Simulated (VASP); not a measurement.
# NaF (F-43m) in VASP: further runs

The runs below take NaF through single point, with PBE-based screened hybrid with 10 % exact exchange, PBE-based screened hybrid with 5 % exact exchange, PBE-based screened hybrid with 75 % exact exchange.

Program: VASP 6.6.1. These are calculated values, not measurements. Logs are shortened: lines on timing, memory, paths and dates and some standing lists are left out, and cuts for length are marked.

### Step 1. The cell of the first run

It takes space group F-43m (No. 216, cubic). The conventional cell has a = 5.063 Å, b = 5.063 Å, c = 5.063 Å, α = 90.00°, β = 90.00°, γ = 90.00°. Within 2.9 Å of Na (site symmetry -43m) lie 4 F at 2.19 Å. Within 2.9 Å of F (site symmetry -43m) lie 4 Na at 2.19 Å.

### Step 2. Single point, PBE-based screened hybrid with 10 % exact exchange

Input file POSCAR:

```
NaF
1.0
    0.0000000000      2.5312613597      2.5312613597
    2.5312613597      0.0000000000      2.5312613597
    2.5312613597      2.5312613597      0.0000000000
Na F
1 1
Direct
    0.0000000000      0.0000000000      0.0000000000
    0.2500000000      0.2500000000      0.2500000000
```

Input file INCAR.step1:

```
SYSTEM = NaF
  PREC = Accurate
  ENCUT = 520
  EDIFF = 1E-5
  ISMEAR = 0
  SIGMA = 0.01
  LREAL = .False.
  LASPH = .True.
  NELM = 100
  ALGO = Normal
  ISIF = 2
  LWAVE = .True.
  LCHARG = .False.
  NBANDS = 14
  GGA = PE
```

Input file INCAR.step2:

```
SYSTEM = NaF
  PREC = Accurate
  ENCUT = 520
  EDIFF = 1E-6
  ISMEAR = 0
  SIGMA = 0.01
  LREAL = .False.
  LASPH = .True.
  NELM = 100
  ALGO = Normal
  ISIF = 2
  LWAVE = .False.
  LCHARG = .False.
  GGA = PE
  LHFCALC = .True.
  AEXX = 0.1
  HFSCREEN = 0.1
  PRECFOCK = Normal
  NBANDS = 14
  ISTART = 1
```

Input file KPOINTS:

```
regular mesh
0
Gamma
  4 4 4
  0 0 0
```

Potentials or basis: VASP PAW PBE potentials, release 64 (Na_pv, F).

On the command line:

```
$ cat potpaw_PBE.64/Na_pv/POTCAR potpaw_PBE.64/F/POTCAR > POTCAR
$ cp INCAR.step1 INCAR
$ mpirun -np 1 vasp_std > vasp.out
$ cp INCAR.step2 INCAR
$ mpirun -np 1 vasp_std > vasp.out
```

OUTCAR:

```text
SYSTEM = NaF
   PREC = Accurate
   ENCUT = 520
   EDIFF = 1E-6
   ISMEAR = 0
   LREAL = .False.
   LASPH = .True.
   NELM = 100
   ISIF = 2
   GGA = PE
   LHFCALC = .True.
   AEXX = 0.1
   HFSCREEN = 0.1
   PRECFOCK = Normal
   ISTART = 1

 ion  position               nearest neighbor table
   1  0.000  0.000  0.000-   2 2.19   2 2.19   2 2.19   2 2.19
   2  0.250  0.250  0.250-   1 2.19   1 2.19   1 2.19   1 2.19

  LATTYP: Found a face centered cubic cell.
 ALAT       =     5.0625227194

  Lattice vectors:

 A1 = (   0.0000000000,   2.5312613597,   2.5312613597)
 A2 = (   2.5312613597,   0.0000000000,   2.5312613597)
 A3 = (   2.5312613597,   2.5312613597,   0.0000000000)

Analysis of symmetry for initial positions (statically):
=====================================================================
 Subroutine PRICEL returns:
 Original cell was already a primitive cell.

 Routine SETGRP: Setting up the symmetry group for a
 face centered cubic supercell.

 Subroutine GETGRP returns: Found 24 space group operations
 (whereof 24 operations were pure point group operations)
 out of a pool of 48 trial point group operations.

The static configuration has the point symmetry T_d .

Analysis of symmetry for dynamics (positions and initial velocities):
=====================================================================
 Subroutine PRICEL returns:
 Original cell was already a primitive cell.

 Routine SETGRP: Setting up the symmetry group for a
 face centered cubic supercell.

 Subroutine GETGRP returns: Found 24 space group operations
 (whereof 24 operations were pure point group operations)
 out of a pool of 48 trial point group operations.

The dynamic configuration has the point symmetry T_d .

 Subroutine INISYM returns: Found 24 space group operations
 (whereof 24 operations are pure point group operations),
 and found     1 'primitive' translations

----------------------------------------------------------------------------------------

                                     Primitive cell

  volume of cell :      32.4370

  direct lattice vectors                    reciprocal lattice vectors
     0.000000000  2.531261360  2.531261360    -0.197529978  0.197529978  0.197529978
     2.531261360  0.000000000  2.531261360     0.197529978 -0.197529978  0.197529978
     2.531261360  2.531261360  0.000000000     0.197529978  0.197529978 -0.197529978

  length of vectors
     3.579744145  3.579744145  3.579744145     0.342131957  0.342131957  0.342131957

  position of ions in fractional coordinates (direct lattice)
[... 82 lines left out ...]
     AMIX_MAG =   1.60;   BMIX_MAG =  1.00
  volume/ion in A,a.u.               =      16.22       109.45
  Fermi-wavevector in a.u.,A,eV,Ry     =   1.237192  2.337954 20.825685  1.530645
  Thomas-Fermi vector in A             =   2.371770
   LORBIT       =      0    0 simple, 1 ext, 2 COOP (PROOUT), +10 PAW based schemes
   GGA     = PE    functional components
   LHFCALC =     T    Hartree Fock is set to
   PRECFOCK=normal    Normal, Fast or Accurate (Low or Medium for compatibility)
   ENCUT4O =  -1.0   cutoff for four orbital integrals eV
   NKREDX  =     1    reduce k-point grid by
   NKREDY  =     1    reduce k-point grid by
   NKREDZ  =     1    reduce k-point grid by
   AEXX    =    0.1000 exact exchange contribution
   HFSCREEN=    0.1000 screening length (either q_TF or 0.3 A-1)
   HFSCREENC=   0.1000 screening length for correlation (either q_TF or 0.3 A-1)
   ENCUTFOCK=  -1.0 apply spherical cutoff to Coloumb kernel
   IVDW    =     0    specifies the selected vdW correction
   LEPSILON=     F    determine dielectric tensor
   LRPA    =     F    only Hartree local field effects (RPA)
 non-spin polarized calculation
 Gauss-broadening in eV      SIGMA  =   0.01
  energy-cutoff  :      520.00
  volume of cell :       32.44
 maximum number of plane-waves:       893
 NGX is ok and might be reduce to    28
  NGX = 20; NGY = 20; NGZ = 20

 number of electron      13.9999982 magnetization

 Free energy of the ion-electron system (eV)
  ---------------------------------------------------
  ext. energy  EPLUGINS =         0.00000000
  ---------------------------------------------------
  free energy    TOTEN  =        -9.17248756 eV

  energy without entropy =       -9.17248756  energy(sigma->0) =       -9.17248756

 E-fermi :  -3.9820     XC(G=0):  -7.1143

 val. band max:       -4.1292674482   @ k =   0.0000   0.0000   0.0000
 cond. band min:       2.4364801269   @ k =   0.0000   0.0000   0.0000
 fundamental gap:      6.5657475751
 Fermi energy:        -3.9820101474

 k-point     1 :       0.0000    0.0000    0.0000
  band No.  band energies     occupation
      1     -23.5534      2.00000
      2     -23.5534      2.00000
      3     -23.5534      2.00000
      4     -23.4956      2.00000
      5      -4.1293      2.00000
      6      -4.1293      2.00000
      7      -4.1293      2.00000
      8       2.4365      0.00000
      9      16.2692      0.00000
     10      16.2692      0.00000
     11      16.2692      0.00000
     12      17.8700      0.00000
     13      17.8700      0.00000
     14      17.8701      0.00000
[... 105 lines left out ...]
      1     -24.2403      2.00000
      2     -23.5984      2.00000
      3     -23.5834      2.00000
      4     -22.6855      2.00000
      5      -4.6187      2.00000
      6      -4.5966      2.00000
      7      -4.3291      2.00000
      8       7.4486      0.00000
      9       9.0038      0.00000
     10      11.5777      0.00000
     11      11.8788      0.00000
     12      18.7078      0.00000
     13      18.8982      0.00000
     14      20.2228      0.00000

------------------------ aborting loop because EDIFF is reached ----------------------------------------

  FORCE on cell =-STRESS in cart. coord.  units (eV):
  Direction    XX          YY          ZZ          XY          YZ          ZX
  --------------------------------------------------------------------------------------
  -------------------------------------------------------------------------------------
  Total        0.3021179      0.3021179      0.3021179      0.0000000     -0.0000000     -0.0000000
  in kB       14.9226532     14.9226532     14.9226532      0.0000000     -0.0000000     -0.0000000
  external PRESSURE =      14.9226532 kB  Pullay stress =       0.0000000 kB

 VOLUME and BASIS-vectors are now :
 -----------------------------------------------------------------------------
  energy-cutoff  :      520.00
  volume of cell :       32.44
      direct lattice vectors                 reciprocal lattice vectors
     0.000000000  2.531261360  2.531261360    -0.197529978  0.197529978  0.197529978
     2.531261360  0.000000000  2.531261360     0.197529978 -0.197529978  0.197529978
     2.531261360  2.531261360  0.000000000     0.197529978  0.197529978 -0.197529978

 POSITION                                       TOTAL-FORCE (eV/Angst)
 -----------------------------------------------------------------------------------
      0.00000      0.00000      0.00000         0.000000      0.000000      0.000000
      1.26563      1.26563      1.26563        -0.000000     -0.000000     -0.000000
 -----------------------------------------------------------------------------------
    total drift:                                0.000001     -0.000000      0.000000

  FREE ENERGIE OF THE ION-ELECTRON SYSTEM (eV)
  ---------------------------------------------------
  free  energy   TOTEN  =        -9.1724875614 eV

  energy  without entropy=       -9.1724875614  energy(sigma->0) =       -9.17248756
```

OSZICAR.step1:

```text
N       E                     dE             d eps       ncg     rms          rms(c)
DAV:   1     0.110061338941E+03    0.11006E+03   -0.79919E+03   230   0.119E+03
DAV:   2    -0.301673955728E+01   -0.11308E+03   -0.10490E+03   242   0.316E+02
DAV:   3    -0.951153940407E+01   -0.64948E+01   -0.64791E+01   284   0.723E+01
DAV:   4    -0.956918969362E+01   -0.57650E-01   -0.57648E-01   266   0.767E+00
DAV:   5    -0.956992586586E+01   -0.73617E-03   -0.73617E-03   284   0.854E-01    0.604E+00
DAV:   6    -0.838772224129E+01    0.11822E+01   -0.41955E+00   302   0.165E+01    0.207E+00
DAV:   7    -0.837084540290E+01    0.16877E-01   -0.35618E-02   230   0.199E+00    0.119E+00
DAV:   8    -0.838132803404E+01   -0.10483E-01   -0.43677E-02   230   0.333E+00    0.202E-01
DAV:   9    -0.838391565112E+01   -0.25876E-02   -0.81071E-03   260   0.905E-01    0.184E-01
DAV:  10    -0.838358258103E+01    0.33307E-03   -0.28380E-03   260   0.676E-01    0.165E-02
DAV:  11    -0.838358562747E+01   -0.30464E-05   -0.62708E-05   242   0.834E-02
   1 F= -.83835856E+01 E0= -.83835856E+01  d E =-.115629E-15
```

Wall time 1.8 min (1 thread of Intel Xeon Platinum 8259CL at 2.50GHz (Skylake/Cascade Lake), shared host); peak memory 0.24 GiB.

Results:

* Free energy: -9.1725 eV
* Pressure: 1.5 GPa
* Band gap on the k mesh: 6.57 eV

Caveat: the k points lie up to 0.54 Å⁻¹ apart; the structure was generated, so it needn't be the stable form of NaF; the PAW data sets were made with another functional, which shifts forces and pressure a little.

### Step 3. Single point, PBE-based screened hybrid with 5 % exact exchange

POSCAR is that of step 2.

Input file INCAR.step1:

```
PREC = Accurate ; ENCUT = 520
EDIFF = 1E-5 ; ISMEAR = 0
SIGMA = 0.01 ; LREAL = False
LASPH = True ; NELM = 80
ALGO = Normal ; ISIF = 2
LWAVE = True ; LCHARG = False
NBANDS = 14 ; GGA = PE
```

Input file INCAR.step2:

```
PREC = Accurate ; ENCUT = 520
EDIFF = 1E-6 ; ISMEAR = 0
SIGMA = 0.01 ; LREAL = False
LASPH = True ; NELM = 80
ALGO = Normal ; ISIF = 2
LWAVE = False ; LCHARG = False
GGA = PE ; LHFCALC = True
AEXX = 0.05 ; HFSCREEN = 0.2078
PRECFOCK = Normal ; NBANDS = 14
ISTART = 1
```

Input file KPOINTS:

```
Automatic mesh
0
Gamma
  4 4 4
```

Potentials or basis: VASP PAW PBE potentials, release 64 (Na_pv, F).

On the command line:

```
$ cat potpaw_PBE.64/Na_pv/POTCAR potpaw_PBE.64/F/POTCAR > POTCAR
$ cp INCAR.step1 INCAR
$ mpirun -np 1 vasp_std > vasp.out
$ cp INCAR.step2 INCAR
$ mpirun -np 1 vasp_std > vasp.out
```

Run time: 98 s. Hardware: 1 thread of Intel Xeon Platinum 8259CL at 2.50GHz (Skylake/Cascade Lake), shared host; peak memory 0.24 GiB.

It converged, with:

```yaml
Free_energy: -8.7237 eV
Pressure: 1.7 GPa
Band_gap_on_the_k_mesh: 6.01 eV
```

Levels at points of the mesh, in eV from the valence-band top:
| k point | band 4 | band 5 | band 6 | band 7 | band 8 | band 9 | band 10 | band 11 |
| --- | --- | --- | --- | --- | --- | --- | --- | --- |
| (0.00, 0.00, 0.00) | -19.05 | 0.00 | 0.00 | 0.00 | 6.01 | 19.77 | 19.77 | 19.77 |
| (0.50, 0.00, 0.00) | -18.39 | -0.85 | -0.04 | -0.04 | 10.37 | 11.34 | 17.63 | 17.63 |
| (0.50, 0.50, 0.00) | -18.26 | -0.78 | -0.16 | -0.16 | 10.36 | 12.43 | 16.71 | 17.56 |

Caveat: the k points lie up to 0.54 Å⁻¹ apart; the structure was generated, so it needn't be the stable form of NaF; the PAW data sets were made with another functional, which shifts forces and pressure a little.

(Part 1 of 2 ends here.)
